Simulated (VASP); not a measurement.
# Zr4Si3 (P6/mmm) in VASP: a series of runs

Runs on Zr4Si3. Level: PBE. Tasks: single point.

Program: VASP 6.6.1. These are calculated values, not measurements. Logs are shortened: lines on timing, memory, paths and dates and some standing lists are left out, and cuts for length are marked.

### 1 The cell of the first run

It takes space group P6/mmm (No. 191, hexagonal). Conventional cell: a = 4.747 Å, b = 4.747 Å, c = 8.245 Å, α = 90.00°, β = 90.00°, γ = 120.00°. Within 3.6 Å of Zr (site symmetry -6m2) lie 9 Zr at 2.74 to 3.14 Å. Zr (site symmetry 6mm) has 1 Si at 2.60 Å and 7 Zr at 3.05 to 3.14 Å within 3.4 Å. Within 3.4 Å of Si (site symmetry 6/mmm) lie 2 Zr at 2.60 Å and 6 Si at 2.74 Å. Within 3.6 Å of Si (site symmetry -6m2) lie 6 Si at 2.74 Å.

### 2 Single point, PBE

Input file INCAR:

```
SYSTEM = Zr4Si3
PREC     = Accurate       ! precision mode
ENCUT    = 500            ! plane-wave cutoff, eV
EDIFF    = 1E-6           ! SCF threshold, eV
ISMEAR   = 0              ! smearing method
SIGMA    = 0.2            ! smearing width, eV
LREAL    = .FALSE.        ! projectors in reciprocal space
LASPH    = .TRUE.         ! aspherical terms in the spheres
NELM     = 120            ! most SCF steps
ALGO     = Normal         ! electronic algorithm
ISIF     = 2              ! what is computed and relaxed
LWAVE    = .FALSE.        ! write WAVECAR
LCHARG   = .FALSE.        ! write CHGCAR
GGA      = PE             ! functional
NBANDS   = 39             ! bands
GGA_COMPAT= .FALSE.
```

Input file KPOINTS:

```
Automatic mesh
0
G
  4 4 2
  0 0 0
```

Input file POSCAR:

```
Zr4Si3
1.0
    4.7471859668     -0.0000000031      0.0000000000
   -2.3735929807      4.1111836453      0.0000000000
    0.0000000000      0.0000000000      8.2453456059
Zr Si
4 3
Direct
    0.3333333333      0.6666666667      0.5000000000
    0.6666666667      0.3333333333      0.5000000000
    0.0000000000      0.0000000000      0.3150565913
    0.0000000000      0.0000000000      0.6849434087
    0.0000000000      0.0000000000      0.0000000000
    0.3333333333      0.6666666667      0.0000000000
    0.6666666667      0.3333333333      0.0000000000
```

Potentials or basis: VASP PAW PBE potentials, release 64 (Zr_sv, Si).

Started as:

```sh
> cat potpaw_PBE.64/Zr_sv/POTCAR potpaw_PBE.64/Si/POTCAR > POTCAR
> mpirun -np 1 vasp_std > vasp.out
```

OUTCAR:

```text
SYSTEM = Zr4Si3
   PREC = Accurate
   ENCUT = 500
   EDIFF = 1E-6
   ISMEAR = 0
   LREAL = .FALSE.
   LASPH = .TRUE.
   NELM = 120
   ISIF = 2
   GGA = PE

 ion  position               nearest neighbor table
   1  0.333  0.667  0.500-   2 2.74   2 2.74   2 2.74   4 3.14   3 3.14   4 3.14   3 3.14   4 3.14
                             3 3.14
   2  0.667  0.333  0.500-   1 2.74   1 2.74   1 2.74   4 3.14   3 3.14   3 3.14   4 3.14   3 3.14
                             4 3.14
   3  0.000  0.000  0.315-   5 2.60   4 3.05   1 3.14   2 3.14   2 3.14   1 3.14   2 3.14   1 3.14

   4  0.000  0.000  0.685-   5 2.60   3 3.05   1 3.14   2 3.14   2 3.14   1 3.14   2 3.14   1 3.14

   5  0.000  0.000  0.000-   3 2.60   4 2.60   6 2.74   7 2.74   7 2.74   6 2.74   7 2.74   6 2.74

   6  0.333  0.667  0.000-   5 2.74   7 2.74   7 2.74   5 2.74   5 2.74   7 2.74
   7  0.667  0.333  0.000-   5 2.74   6 2.74   6 2.74   5 2.74   5 2.74   6 2.74

  LATTYP: Found a hexagonal cell.
 ALAT       =     4.7471859668
 C/A-ratio  =     1.7368912159

  Lattice vectors:

 A1 = (   4.7471859668,  -0.0000000031,   0.0000000000)
 A2 = (  -2.3735929807,   4.1111836453,   0.0000000000)
 A3 = (   0.0000000000,   0.0000000000,   8.2453456059)

Analysis of symmetry for initial positions (statically):
=====================================================================
 Subroutine PRICEL returns:
 Original cell was already a primitive cell.

 Routine SETGRP: Setting up the symmetry group for a
 hexagonal supercell.

 Subroutine GETGRP returns: Found 24 space group operations
 (whereof 24 operations were pure point group operations)
 out of a pool of 24 trial point group operations.

The static configuration has the point symmetry D_6h.

Analysis of symmetry for dynamics (positions and initial velocities):
=====================================================================
 Subroutine PRICEL returns:
 Original cell was already a primitive cell.

 Routine SETGRP: Setting up the symmetry group for a
 hexagonal supercell.

 Subroutine GETGRP returns: Found 24 space group operations
 (whereof 24 operations were pure point group operations)
 out of a pool of 24 trial point group operations.

The dynamic configuration has the point symmetry D_6h.

 Subroutine INISYM returns: Found 24 space group operations
 (whereof 24 operations are pure point group operations),
 and found     1 'primitive' translations

----------------------------------------------------------------------------------------

                                     Primitive cell

  volume of cell :     160.9207

  direct lattice vectors                    reciprocal lattice vectors
     4.747185967 -0.000000003  0.000000000     0.210651111  0.121619476  0.000000000
    -2.373592981  4.111183645  0.000000000     0.000000000  0.243238952  0.000000000
     0.000000000  0.000000000  8.245345606     0.000000000  0.000000000  0.121280544

  length of vectors
     4.747185967  4.747185967  8.245345606     0.243238952  0.243238952  0.121280544

  position of ions in fractional coordinates (direct lattice)
     0.333333333  0.666666667  0.500000000
     0.666666667  0.333333333  0.500000000
     0.000000000  0.000000000  0.315056591
     0.000000000  0.000000000  0.684943409
     0.000000000  0.000000000  0.000000000
     0.333333333  0.666666667  0.000000000
     0.666666667  0.333333333  0.000000000

  ion indices of the primitive-cell ions
   primitive index   ion index
                 1           1
                 2           2
                 3           3
                 4           4
                 5           5
                 6           6
                 7           7

----------------------------------------------------------------------------------------

 KPOINTS: Automatic mesh

Automatic generation of k-mesh.
 Grid dimensions read from file:
 generate k-points for:    4    4    2

 Generating k-lattice:

  Cartesian coordinates                     Fractional coordinates (reciprocal lattice)
     0.052662778  0.030404869  0.000000000     0.250000000  0.000000000  0.000000000
     0.000000000  0.060809738  0.000000000    -0.000000000  0.250000000  0.000000000
     0.000000000  0.000000000  0.060640272     0.000000000  0.000000000  0.500000000

  Length of vectors
     0.060809738  0.060809738  0.060640272

  Shift w.r.t. Gamma in fractional coordinates (k-lattice)
     0.000000000  0.000000000  0.000000000

 Subroutine IBZKPT returns following result:
 ===========================================

 Found      8 irreducible k-points:

 Following reciprocal coordinates:
            Coordinates               Weight
  0.000000  0.000000  0.000000      1.000000
  0.250000  0.000000  0.000000      6.000000
  0.500000  0.000000  0.000000      3.000000
  0.250000  0.250000  0.000000      6.000000
  0.000000  0.000000  0.500000      1.000000
  0.250000  0.000000  0.500000      6.000000
  0.500000  0.000000  0.500000      3.000000
  0.250000  0.250000  0.500000      6.000000
   k-points           NKPTS =      8   k-points in BZ     NKDIM =      8   number of bands    NBANDS=     39
   number of dos      NEDOS =    301   number of ions     NIONS =      7
   total plane-waves  NPLWV =  77760
   dimension x,y,z NGX =    36 NGY =   36 NGZ =   60
   dimension x,y,z NGXF=    72 NGYF=   72 NGZF=  120
   ions per type =               4   3
   NGX,Y,Z   is equivalent  to a cutoff of  12.61, 12.61, 12.10 a.u.
   NGXF,Y,Z  is equivalent  to a cutoff of  25.21, 25.21, 24.19 a.u.
 SYSTEM =  Zr4Si3
   PREC   = accura    normal or accurate (medium, high low for compatibility)
   ISTART =      0    job   : 0-new  1-cont  2-samecut
   ICHARG =      2    charge: 1-file 2-atom 10-const
   ISPIN  =      1    spin polarized calculation?
   LNONCOLLINEAR =      F non collinear calculations
   LSORBIT =      F    spin-orbit coupling
   LASPH  =      T    aspherical Exc in radial PAW
   ENCUT  =  500.0 eV  36.75 Ry    6.06 a.u.   8.66  8.66 15.03*2*pi/ulx,y,z
   NELM   =    120;   NELMIN=  2; NELMDL= -5     # of ELM steps
   EDIFF  = 0.1E-05   stopping-criterion for ELM
   LREAL  =      F    real-space projection
   EDIFFG = 0.1E-04   stopping-criterion for IOM
   NSW    =      0    number of steps for IOM
   IBRION =     -1    ionic relax: 0-MD 1-quasi-New 2-CG
   NFREE  =      0    steps in history (QN), initial steepest desc. (CG)
   ISIF   =      2    stress and relaxation
   ISYM   =      2    0-nonsym 1-usesym 2-fastsym
   POTIM  = 0.5000    time-step for ionic-motion
   TEBEG  =    0.0;   TEEND  =   0.0 temperature during run
   PSTRESS=    0.0 pullay stress
   NELECT =      60.0000    total number of electrons
   NUPDOWN=      -1.0000    fix difference up-down
   EMIN   =  10.00;   EMAX   =-10.00  energy-range for DOS
   EFERMI =   0.00;   METHOD = LEGACY
   ISMEAR =     0;   SIGMA  =   0.20  broadening in eV -4-tet -1-fermi 0-gaus
   EFERMI_NEDOS =   21; number of points for ismear=-14 and -15
   IALGO  =     38    algorithm
   IMIX   =      4    mixing-type and parameters
     AMIX     =   0.40;   BMIX     =  1.00
     AMIX_MAG =   1.60;   BMIX_MAG =  1.00
  volume/ion in A,a.u.               =      22.99       155.14
  Fermi-wavevector in a.u.,A,eV,Ry     =   1.178296  2.226658 18.890092  1.388383
  Thomas-Fermi vector in A             =   2.314628
   LORBIT       =      0    0 simple, 1 ext, 2 COOP (PROOUT), +10 PAW based schemes
   GGA     = PE    functional components
   LHFCALC =     F    Hartree Fock is set to
   AEXX    =    0.0000 exact exchange contribution
   IVDW    =     0    specifies the selected vdW correction
   LEPSILON=     F    determine dielectric tensor
   LRPA    =     F    only Hartree local field effects (RPA)
 non-spin polarized calculation
 Gauss-broadening in eV      SIGMA  =   0.20
  energy-cutoff  :      500.00
  volume of cell :      160.92
 maximum number of plane-waves:      4117
 NGX is ok and might be reduce to    36
   NGX = 17   NGY = 17   NGZ = 31

 number of electron      59.9999999 magnetization

 Free energy of the ion-electron system (eV)
  ---------------------------------------------------
  ext. energy  EPLUGINS =         0.00000000
  ---------------------------------------------------
  free energy    TOTEN  =       -46.48458551 eV

  energy without entropy =      -46.37079141  energy(sigma->0) =      -46.42768846

 E-fermi :   7.1857     XC(G=0): -10.2343

 val. band max:        7.1578207187   @ k =   0.5000   0.0000   0.0000
 cond. band min:       7.2139064522   @ k =   0.2500   0.0000   0.0000
 fundamental gap:      0.0560857335
 Fermi energy:         7.1857079186

 k-point     1 :       0.0000    0.0000    0.0000
  band No.  band energies     occupation
      1     -41.8286      2.00000
      2     -41.7730      2.00000
      3     -41.2963      2.00000
      4     -40.9167      2.00000
      5     -19.9749      2.00000
      6     -19.9749      2.00000
[... 31 lines left out ...]
     38       9.4040      0.00000
     39       9.7597      0.00000

 k-point     2 :       0.2500    0.0000    0.0000
  band No.  band energies     occupation
      1     -41.8211      2.00000
      2     -41.7727      2.00000
      3     -41.2554      2.00000
      4     -40.9686      2.00000
      5     -20.1940      2.00000
      6     -20.1180      2.00000
[... 31 lines left out ...]
     38       9.1729      0.00000
     39       9.3543      0.00000

 k-point     3 :       0.5000    0.0000    0.0000
  band No.  band energies     occupation
      1     -41.8143      2.00000
      2     -41.7725      2.00000
      3     -41.1840      2.00000
      4     -41.0505      2.00000
      5     -20.3013      2.00000
      6     -20.1158      2.00000
[... 31 lines left out ...]
     38       9.4168      0.00000
     39       9.5115      0.00000

 k-point     4 :       0.2500    0.2500    0.0000
  band No.  band energies     occupation
      1     -41.8145      2.00000
      2     -41.7725      2.00000
      3     -41.1824      2.00000
      4     -41.0519      2.00000
      5     -20.2931      2.00000
      6     -20.0822      2.00000
[... 31 lines left out ...]
     38       8.8329      0.00000
     39       9.6517      0.00000

 k-point     5 :       0.0000    0.0000    0.5000
  band No.  band energies     occupation
      1     -41.8286      2.00000
      2     -41.7730      2.00000
      3     -41.2963      2.00000
      4     -40.9167      2.00000
      5     -19.9748      2.00000
      6     -19.9748      2.00000
[... 31 lines left out ...]
     38       9.0754      0.00000
     39       9.2157      0.00000

 k-point     6 :       0.2500    0.0000    0.5000
  band No.  band energies     occupation
      1     -41.8211      2.00000
      2     -41.7728      2.00000
      3     -41.2554      2.00000
      4     -40.9687      2.00000
      5     -20.1939      2.00000
      6     -20.1168      2.00000
[... 31 lines left out ...]
     38       8.9797      0.00000
     39       9.7574      0.00000

 k-point     7 :       0.5000    0.0000    0.5000
  band No.  band energies     occupation
      1     -41.8142      2.00000
      2     -41.7726      2.00000
      3     -41.1840      2.00000
      4     -41.0505      2.00000
      5     -20.3013      2.00000
      6     -20.1127      2.00000
[... 31 lines left out ...]
     38       9.5601      0.00000
     39       9.6840      0.00000

 k-point     8 :       0.2500    0.2500    0.5000
  band No.  band energies     occupation
      1     -41.8144      2.00000
      2     -41.7726      2.00000
      3     -41.1824      2.00000
      4     -41.0519      2.00000
      5     -20.2918      2.00000
      6     -20.0821      2.00000
[... 31 lines left out ...]
     38       9.1819      0.00000
     39       9.4150      0.00000

------------------------ aborting loop because EDIFF is reached ----------------------------------------

  FORCE on cell =-STRESS in cart. coord.  units (eV):
  Direction    XX          YY          ZZ          XY          YZ          ZX
  --------------------------------------------------------------------------------------
  -------------------------------------------------------------------------------------
  Total        0.7713777      0.7713777      0.6602385      0.0000000      0.0000000     -0.0000000
  in kB        7.6800785      7.6800785      6.5735419      0.0000000      0.0000000     -0.0000000
  external PRESSURE =       7.3112330 kB  Pullay stress =       0.0000000 kB

 VOLUME and BASIS-vectors are now :
 -----------------------------------------------------------------------------
  energy-cutoff  :      500.00
  volume of cell :      160.92
      direct lattice vectors                 reciprocal lattice vectors
     4.747185967 -0.000000003  0.000000000     0.210651111  0.121619476  0.000000000
    -2.373592981  4.111183645  0.000000000     0.000000000  0.243238952  0.000000000
     0.000000000  0.000000000  8.245345606     0.000000000  0.000000000  0.121280544

 POSITION                                       TOTAL-FORCE (eV/Angst)
 -----------------------------------------------------------------------------------
      0.00000      2.74079      4.12267         0.000000      0.000000     -0.000000
      2.37359      1.37039      4.12267        -0.000000     -0.000000     -0.000000
      0.00000      0.00000      2.59775         0.000000      0.000000     -0.013954
      0.00000      0.00000      5.64760         0.000000     -0.000000      0.013954
      0.00000      0.00000      0.00000         0.000000     -0.000000     -0.000000
      0.00000      2.74079      0.00000         0.000000      0.000000     -0.000000
      2.37359      1.37039      0.00000         0.000000     -0.000000     -0.000000
 -----------------------------------------------------------------------------------
    total drift:                                0.000000      0.000000     -0.000000

  FREE ENERGIE OF THE ION-ELECTRON SYSTEM (eV)
  ---------------------------------------------------
  free  energy   TOTEN  =       -46.4845855063 eV

  energy  without entropy=      -46.3707914138  energy(sigma->0) =      -46.42768846
```

Run time: 2.3 min. Hardware: 1 thread of Intel Xeon 8259CL, shared host; peak memory 0.26 GiB.

What came out:

* Free energy: -46.4846 eV
* Pressure: 0.7 GPa
* Largest force: 0.014 eV/Å
* Band gap on the k mesh: zero (band 30 reaches 7.79 eV, above the bottom of band 31 at 6.11 eV)

Forces on the atoms (eV/Å):
```
Zr   0.000  0.000  0.000
Zr   0.000  0.000  0.000
Zr   0.000  0.000 -0.014
Zr   0.000  0.000  0.014
Si   0.000  0.000  0.000
Si   0.000  0.000  0.000
Si   0.000  0.000  0.000
```

Stress tensor (GPa, compression positive):
```
0.77 0.00 0.00
0.00 0.77 0.00
0.00 0.00 0.66
```

Levels at points of the mesh, in eV from the Fermi level:
```
           k point  band 28  band 29  band 30  band 31  band 32  band 33
(0.00, 0.00, 0.00)    -1.36    -1.36    -1.11    -0.70     0.41     0.41
(0.50, 0.00, 0.00)    -0.88    -0.03     0.23     0.36     0.56     0.94
(0.00, 0.00, 0.50)    -1.69    -1.33    -1.33    -1.07     0.12     0.12
(0.50, 0.00, 0.50)    -0.81     0.35     0.60     0.61     0.87     1.01
```

Caveat: the k points lie up to 0.38 Å⁻¹ apart.

### 3 Single point, PBE

This run uses another cell than the first one, of 23.64 Å³/atom, 1.028 times its volume.

Input file INCAR:

```
SYSTEM = Zr4Si3
PREC = Accurate
ENCUT = 500
EDIFF = 1E-6
ISMEAR = 0
SIGMA = 0.2
LREAL = .FALSE.
LASPH = .TRUE.
NELM = 120
ALGO = Normal
ISIF = 2
LWAVE = .FALSE.
LCHARG = .FALSE.
GGA = PE
NBANDS = 39
GGA_COMPAT = .FALSE.
```

Input file KPOINTS:

```
regular mesh
0
G
  4 4 3
  0 0 0
```

Input file POSCAR:

```
Zr4Si3
1.0
    6.0231396544      0.0000000000      0.0000000000
   -3.0115698272      5.2161919513      0.0000000000
    0.0000000000      0.0000000000      5.2673816173
Zr Si
4 3
Direct
    0.5000000000      0.0000000000      0.5000000000
    0.0000000000      0.5000000000      0.5000000000
    0.5000000000      0.5000000000      0.5000000000
    0.0000000000      0.0000000000      0.5000000000
    0.5000000000      0.0000000000      0.0000000000
    0.0000000000      0.5000000000      0.0000000000
    0.5000000000      0.5000000000      0.0000000000
```

Potentials or basis: VASP PAW PBE potentials, release 64 (Zr_sv, Si).

Started as:

```sh
> cat potpaw_PBE.64/Zr_sv/POTCAR potpaw_PBE.64/Si/POTCAR > POTCAR
> mpirun -np 1 vasp_std > vasp.out
```

OUTCAR:

```text
SYSTEM = Zr4Si3
   PREC = Accurate
   ENCUT = 500
   EDIFF = 1E-6
   ISMEAR = 0
   LREAL = .FALSE.
   LASPH = .TRUE.
   NELM = 120
   ISIF = 2
   GGA = PE

 ion  position               nearest neighbor table
   1  0.500  0.000  0.500-   5 2.63   5 2.63   4 3.01   4 3.01   2 3.01   3 3.01   3 3.01   2 3.01

   2  0.000  0.500  0.500-   6 2.63   6 2.63   3 3.01   3 3.01   4 3.01   4 3.01   1 3.01   1 3.01

[... 533 lines left out ...]
  -------------------------------------------------------------------------------------
  Total        0.1501320      0.1501320      0.0936310      0.0000000      0.0000000     -0.0000000
  in kB        1.4534917      1.4534917      0.9064816      0.0000000      0.0000000     -0.0000000
  external PRESSURE =       1.2711550 kB  Pullay stress =       0.0000000 kB

 VOLUME and BASIS-vectors are now :
 -----------------------------------------------------------------------------
  energy-cutoff  :      500.00
  volume of cell :      165.49
      direct lattice vectors                 reciprocal lattice vectors
     6.023139654  0.000000000  0.000000000     0.166026368  0.095855368  0.000000000
    -3.011569827  5.216191951  0.000000000     0.000000000  0.191710736  0.000000000
     0.000000000  0.000000000  5.267381617     0.000000000  0.000000000  0.189847646

 POSITION                                       TOTAL-FORCE (eV/Angst)
 -----------------------------------------------------------------------------------
      3.01157      0.00000      2.63369         0.000000      0.000000      0.000000
     -1.50578      2.60810      2.63369        -0.000000      0.000000      0.000000
      1.50578      2.60810      2.63369        -0.000000      0.000000      0.000000
      0.00000      0.00000      2.63369        -0.000000      0.000000      0.000000
      3.01157      0.00000      0.00000        -0.000000      0.000000      0.000000
     -1.50578      2.60810      0.00000         0.000000      0.000000      0.000000
      1.50578      2.60810      0.00000         0.000000      0.000000      0.000000
 -----------------------------------------------------------------------------------
    total drift:                                0.000000     -0.000000     -0.000000

  FREE ENERGIE OF THE ION-ELECTRON SYSTEM (eV)
  ---------------------------------------------------
  free  energy   TOTEN  =       -46.4855481235 eV

  energy  without entropy=      -46.3900465337  energy(sigma->0) =      -46.43779733
```

Wall time 2.3 min (1 thread of Intel Xeon 8259CL, shared host); peak memory 0.3 GiB.

What came out:

```
Free energy            : -46.4855 eV
Pressure               : 0.1 GPa
Band gap on the k mesh : zero (band 30 reaches 7.11 eV, above the bottom of band 31 at 6.79 eV)
```

Caveat: the k points lie up to 0.40 Å⁻¹ apart.

(Continued in part 2 of 2.)
